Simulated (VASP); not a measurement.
# Li7Sb (R-3m) in VASP: relaxation of cell and atoms with PBE

Aim: the relaxation of cell and atoms of Li7Sb with PBE.

Program: VASP 6.6.1. These are calculated values, not measurements. Logs are shortened: lines on timing, memory, paths and dates and some standing lists are left out, and cuts for length are marked.

## 1. The cell of the first run

It takes space group R-3m (No. 166, trigonal). The conventional cell has a = 5.031 Å, b = 5.031 Å, c = 20.712 Å, α = 90.00°, β = 90.00°, γ = 120.00°. Li (site symmetry 2/m) has 10 Li at 2.52 to 3.00 Å within 3.3 Å. Li (site symmetry 3m) has 10 Li at 2.70 to 3.39 Å and 3 Sb at 3.03 Å within 3.6 Å. Li (site symmetry 3m) has 11 Li at 2.70 to 3.26 Å and 3 Sb at 3.43 Å within 3.6 Å. Sb (site symmetry -3m) has 18 Li at 3.03 to 3.75 Å within 4.0 Å.

## 2. Relaxation of cell and atoms, PBE

Input file INCAR:

```
SYSTEM = Li7Sb
ALGO     = Normal         ! electronic algorithm
EDIFF    = 1E-6           ! SCF threshold, eV
EDIFFG   = -0.01          ! ionic threshold
ENCUT    = 600            ! plane-wave cutoff, eV
GGA      = PE             ! functional
IBRION   = 2              ! ionic algorithm
ISIF     = 3              ! what is computed and relaxed
ISMEAR   = 0              ! smearing method
LASPH    = .True.         ! aspherical terms in the spheres
LCHARG   = .False.        ! write CHGCAR
LREAL    = .False.        ! projectors in reciprocal space
LWAVE    = .False.        ! write WAVECAR
NELM     = 100            ! most SCF steps
NSW      = 100            ! ionic steps
PREC     = Accurate       ! precision mode
SIGMA    = 0.1            ! smearing width, eV
```

Input file KPOINTS:

```
k-points
0
Gamma
  9 9 9
  0 0 0
```

Input file POSCAR:

```
Li7Sb
1.0
    2.5153704512      1.4522498071      6.9040672738
   -2.5153704512      1.4522498071      6.9040672738
    0.0000000000     -2.9044996142      6.9040672738
Li Sb
7 1
Direct
    0.0000000000      0.0000000000      0.5000000000
    0.5000000000      0.0000000000      0.0000000000
    0.0000000000      0.5000000000      0.0000000000
    0.7090763664      0.7090763664      0.7090763664
    0.2909236336      0.2909236336      0.2909236336
    0.4213082594      0.4213082594      0.4213082594
    0.5786917406      0.5786917406      0.5786917406
    0.0000000000      0.0000000000      0.0000000000
```

Potentials or basis: VASP PAW PBE potentials, release 64 (Li_sv, Sb).

Run with:

```bash
$ cat potpaw_PBE.64/Li_sv/POTCAR potpaw_PBE.64/Sb/POTCAR > POTCAR
$ mpirun -np 1 vasp_std > vasp.out
```

OUTCAR:

```text
SYSTEM = Li7Sb
   EDIFF = 1E-6
   EDIFFG = -0.01
   ENCUT = 600
   GGA = PE
   IBRION = 2
   ISIF = 3
   ISMEAR = 0
   LASPH = .True.
   LREAL = .False.
   NELM = 100
   NSW = 100
   PREC = Accurate

 ion  position               nearest neighbor table
   1  0.000  0.000  0.500-   2 2.52   3 2.52   3 2.52   2 2.52
   2  0.500  0.000  0.000-   1 2.52   1 2.52   3 2.52   3 2.52
   3  0.000  0.500  0.000-   1 2.52   1 2.52   2 2.52   2 2.52
   4  0.709  0.709  0.709-   8 3.03   8 3.03   8 3.03
   5  0.291  0.291  0.291-   8 3.03   8 3.03   8 3.03
   6  0.421  0.421  0.421-
   7  0.579  0.579  0.579-
   8  0.000  0.000  0.000-   4 3.03   5 3.03   4 3.03   4 3.03   5 3.03   5 3.03

  LATTYP: Found a trigonal (rhomboedric) cell.
 ALAT       =     7.4901443865
 COS(alpha) =     0.7744444457

  Lattice vectors:

 A1 = (   2.5153704512,   1.4522498071,   6.9040672738)
 A2 = (  -2.5153704512,   1.4522498071,   6.9040672738)
 A3 = (   0.0000000000,  -2.9044996142,   6.9040672738)

Analysis of symmetry for initial positions (statically):
=====================================================================
 Subroutine PRICEL returns:
 Original cell was already a primitive cell.

 Routine SETGRP: Setting up the symmetry group for a
 trigonal (rhombohedral) supercell.

 Subroutine GETGRP returns: Found 12 space group operations
 (whereof 12 operations were pure point group operations)
 out of a pool of 12 trial point group operations.

The static configuration has the point symmetry D_3d.

Analysis of symmetry for dynamics (positions and initial velocities):
=====================================================================
 Subroutine PRICEL returns:
 Original cell was already a primitive cell.

 Routine SETGRP: Setting up the symmetry group for a
 trigonal (rhombohedral) supercell.

 Subroutine GETGRP returns: Found 12 space group operations
 (whereof 12 operations were pure point group operations)
 out of a pool of 12 trial point group operations.

The dynamic configuration has the point symmetry D_3d.

 Subroutine INISYM returns: Found 12 space group operations
 (whereof 12 operations are pure point group operations),
 and found     1 'primitive' translations

----------------------------------------------------------------------------------------

                                     Primitive cell

  volume of cell :     151.3211

  direct lattice vectors                    reciprocal lattice vectors
     2.515370451  1.452249807  6.904067274     0.198777878  0.114764461  0.048280719
    -2.515370451  1.452249807  6.904067274    -0.198777878  0.114764461  0.048280719
     0.000000000 -2.904499614  6.904067274     0.000000000 -0.229528922  0.048280719

  length of vectors
     7.490144386  7.490144386  7.490144386     0.234551815  0.234551815  0.234551815

  position of ions in fractional coordinates (direct lattice)
     0.000000000  0.000000000  0.500000000
     0.500000000  1.000000000  0.000000000
     1.000000000  0.500000000  0.000000000
     0.709076366  0.709076366  0.709076366
     0.290923634  0.290923634  0.290923634
     0.421308259  0.421308259  0.421308259
     0.578691741  0.578691741  0.578691741
     0.000000000  0.000000000  0.000000000

  ion indices of the primitive-cell ions
   primitive index   ion index
                 1           1
                 2           2
                 3           3
                 4           4
                 5           5
                 6           6
                 7           7
                 8           8

----------------------------------------------------------------------------------------

 KPOINTS: k-points

Automatic generation of k-mesh.
 Grid dimensions read from file:
 generate k-points for:    9    9    9

 Generating k-lattice:

  Cartesian coordinates                     Fractional coordinates (reciprocal lattice)
     0.022086431  0.012751607  0.005364524     0.111111111 -0.000000000  0.000000000
    -0.022086431  0.012751607  0.005364524    -0.000000000  0.111111111  0.000000000
     0.000000000 -0.025503214  0.005364524     0.000000000  0.000000000  0.111111111

  Length of vectors
     0.026061313  0.026061313  0.026061313

  Shift w.r.t. Gamma in fractional coordinates (k-lattice)
     0.000000000  0.000000000  0.000000000

 Subroutine IBZKPT returns following result:
 ===========================================

 Found     85 irreducible k-points:

 Following reciprocal coordinates:
            Coordinates               Weight
  0.000000  0.000000  0.000000      1.000000
  0.111111  0.000000 -0.000000      6.000000
  0.222222  0.000000  0.000000      6.000000
  0.333333  0.000000  0.000000      6.000000
  0.444444  0.000000  0.000000      6.000000
  0.111111  0.111111 -0.000000      6.000000
[... 16 lines left out ...]
 -0.333333  0.333333  0.000000      6.000000
  0.444444  0.444444  0.000000      6.000000
 [... further k-points ...]
   k-points           NKPTS =     85   k-points in BZ     NKDIM =     85   number of bands    NBANDS=     18
   number of dos      NEDOS =    301   number of ions     NIONS =      8
   total plane-waves  NPLWV = 216000
   dimension x,y,z NGX =    60 NGY =   60 NGZ =   60
   dimension x,y,z NGXF=   120 NGYF=  120 NGZF=  120
   ions per type =               7   1
   NGX,Y,Z   is equivalent  to a cutoff of  13.32, 13.32, 13.32 a.u.
   NGXF,Y,Z  is equivalent  to a cutoff of  26.63, 26.63, 26.63 a.u.
 SYSTEM =  Li7Sb
   PREC   = accura    normal or accurate (medium, high low for compatibility)
   ISTART =      0    job   : 0-new  1-cont  2-samecut
   ICHARG =      2    charge: 1-file 2-atom 10-const
   ISPIN  =      1    spin polarized calculation?
   LNONCOLLINEAR =      F non collinear calculations
   LSORBIT =      F    spin-orbit coupling
   LASPH  =      T    aspherical Exc in radial PAW
   ENCUT  =  600.0 eV  44.10 Ry    6.64 a.u.  14.96 14.96 14.96*2*pi/ulx,y,z
   NELM   =    100;   NELMIN=  2; NELMDL= -5     # of ELM steps
   EDIFF  = 0.1E-05   stopping-criterion for ELM
   LREAL  =      F    real-space projection
   EDIFFG = -.1E-01   stopping-criterion for IOM
   NSW    =    100    number of steps for IOM
   IBRION =      2    ionic relax: 0-MD 1-quasi-New 2-CG
   NFREE  =      1    steps in history (QN), initial steepest desc. (CG)
   ISIF   =      3    stress and relaxation
   ISYM   =      2    0-nonsym 1-usesym 2-fastsym
   POTIM  = 0.5000    time-step for ionic-motion
   TEBEG  =    0.0;   TEEND  =   0.0 temperature during run
   PSTRESS=    0.0 pullay stress
   NELECT =      26.0000    total number of electrons
   NUPDOWN=      -1.0000    fix difference up-down
   EMIN   =  10.00;   EMAX   =-10.00  energy-range for DOS
   EFERMI =   0.00;   METHOD = LEGACY
   ISMEAR =     0;   SIGMA  =   0.10  broadening in eV -4-tet -1-fermi 0-gaus
   EFERMI_NEDOS =   21; number of points for ismear=-14 and -15
   IALGO  =     38    algorithm
   IMIX   =      4    mixing-type and parameters
     AMIX     =   0.40;   BMIX     =  1.00
     AMIX_MAG =   1.60;   BMIX_MAG =  1.00
  volume/ion in A,a.u.               =      18.92       127.65
  Fermi-wavevector in a.u.,A,eV,Ry     =   0.910122  1.719880 11.269996  0.828321
  Thomas-Fermi vector in A             =   2.034247
   LORBIT       =      0    0 simple, 1 ext, 2 COOP (PROOUT), +10 PAW based schemes
   GGA     = PE    functional components
   LHFCALC =     F    Hartree Fock is set to
   AEXX    =    0.0000 exact exchange contribution
   IVDW    =     0    specifies the selected vdW correction
   LEPSILON=     F    determine dielectric tensor
   LRPA    =     F    only Hartree local field effects (RPA)
 conjugate gradient relaxation of ions
 non-spin polarized calculation
 Gauss-broadening in eV      SIGMA  =   0.10
  energy-cutoff  :      600.00
  volume of cell :      151.32
 maximum number of plane-waves:      5075
   NGX = 29   NGY = 29   NGZ = 29

--------------------------------------- Ionic step        1  -------------------------------------------

 number of electron      26.0000005 magnetization

 Free energy of the ion-electron system (eV)
  ---------------------------------------------------
  ext. energy  EPLUGINS =         0.00000000
  ---------------------------------------------------
  free energy    TOTEN  =       -18.46207919 eV

  energy without entropy =      -18.44697729  energy(sigma->0) =      -18.45452824

------------------------ aborting loop because EDIFF is reached ----------------------------------------

  FORCE on cell =-STRESS in cart. coord.  units (eV):
  Direction    XX          YY          ZZ          XY          YZ          ZX
  --------------------------------------------------------------------------------------
  -------------------------------------------------------------------------------------
  Total       -0.1736099     -0.1736099     -0.0380244      0.0000000      0.0000000      0.0000000
  in kB       -1.8381695     -1.8381695     -0.4025995      0.0000000      0.0000000      0.0000000
  external PRESSURE =      -1.3596462 kB  Pullay stress =       0.0000000 kB
[... 237 lines left out ...]
  energy  without entropy=      -18.4478663303  energy(sigma->0) =      -18.45532818

--------------------------------------- Ionic step        7  -------------------------------------------

 number of electron      26.0000008 magnetization

 Free energy of the ion-electron system (eV)
  ---------------------------------------------------
  ext. energy  EPLUGINS =         0.00000000
  ---------------------------------------------------
  free energy    TOTEN  =       -18.46283265 eV

  energy without entropy =      -18.44791951  energy(sigma->0) =      -18.45537608

 E-fermi :   2.4867     XC(G=0):  -7.8760

 val. band max:        2.4737207012   @ k =   0.4444   0.2222   0.1111
 cond. band min:       2.4921266012   @ k =  -0.3333   0.2222   0.1111
 fundamental gap:      0.0184059000
 Fermi energy:         2.4867192798

 k-point     1 :       0.0000    0.0000    0.0000
  band No.  band energies     occupation
      1     -44.3487      2.00000
      2     -44.3460      2.00000
      3     -44.2186      2.00000
      4     -44.2163      2.00000
      5     -44.0861      2.00000
      6     -44.0132      2.00000
[... 10 lines left out ...]
     17       4.2754      0.00000
     18       4.2754      0.00000
[... 466 lines left out ...]
      2     -44.3464      2.00000
      3     -44.2181      2.00000
      4     -44.2172      2.00000
      5     -44.0635      2.00000
      6     -44.0363      2.00000
[... 10 lines left out ...]
     17       4.4971      0.00000
     18       4.9996      0.00000

 [... further k-points ...]
[... 5 lines left out ...]
  --------------------------------------------------------------------------------------
  -------------------------------------------------------------------------------------
  Total        0.0150314      0.0150314      0.0259704      0.0000000      0.0000000      0.0000000
  in kB        0.1604477      0.1604477      0.2772131      0.0000000      0.0000000      0.0000000
  external PRESSURE =       0.1993695 kB  Pullay stress =       0.0000000 kB
[... 23 lines left out ...]
  FREE ENERGIE OF THE ION-ELECTRON SYSTEM (eV)
  ---------------------------------------------------
  free  energy   TOTEN  =       -18.4628326488 eV

  energy  without entropy=      -18.4479195138  energy(sigma->0) =      -18.45537608

 reached required accuracy - stopping structural energy minimisation
```

It took 21 min on 1 thread of Intel Xeon Platinum 8259CL at 2.50GHz (Skylake/Cascade Lake), shared host; peak memory 0.66 GiB.

What came out:

- Free energy: -18.4628 eV
- Relaxed volume: 18.76 Å³/atom
- Relaxed cell: a = 7.482 Å, b = 7.482 Å, c = 7.482 Å, α = 39.14°, β = 39.14°, γ = 39.14°
- Space group after relaxing (to 0.05 Å): R-3m (No. 166)
- Energy gained by relaxing: 0.1 meV/atom
- Ionic steps: 7
- Pressure after relaxing: 0.0 GPa
- Largest force after relaxing: 0.009 eV/Å
- Band gap on the k mesh: zero (band 13 reaches 3.06 eV, above the bottom of band 14 at 1.88 eV)

Forces on the atoms (eV/Å):
```
Li   0.000  0.000  0.000
Li   0.000  0.000  0.000
Li   0.000  0.000  0.000
Li   0.000  0.000 -0.009
Li   0.000  0.000  0.009
Li   0.000  0.000 -0.007
Li   0.000  0.000  0.007
Sb   0.000  0.000  0.000
```

The path:
```csv
step,energy change (eV),largest force (eV/Å),pressure (GPa),volume (Å³)
1,0.0000,0.0200,-0.14,151.32
2,-0.0004,0.0179,-0.09,150.97
3,-0.0007,0.0133,0.01,150.17
4,-0.0007,0.0132,0.01,150.11
5,-0.0007,0.0124,0.02,150.01
6,-0.0007,0.0125,0.02,150.07
7,-0.0008,0.0091,0.02,150.10
```

Final structure:
```
Li Sb
1.0
     2.50592    1.44679    6.90003
    -2.50592    1.44679    6.90003
     0.00000   -2.89358    6.90003
Li Sb
7 1
Direct
  0.00000 0.00000 0.50000
  0.50000 0.00000 0.00000
  0.00000 0.50000 0.00000
  0.70886 0.70886 0.70886
  0.29114 0.29114 0.29114
  0.42122 0.42122 0.42122
  0.57878 0.57878 0.57878
  0.00000 0.00000 0.00000
```

Caveat: the cutoff is under 1.25 times the usual one of these potentials, so pressure, stress and relaxed cells hold a basis-set (Pulay) error; spin-orbit coupling is left out, which moves the levels of the heavy elements.
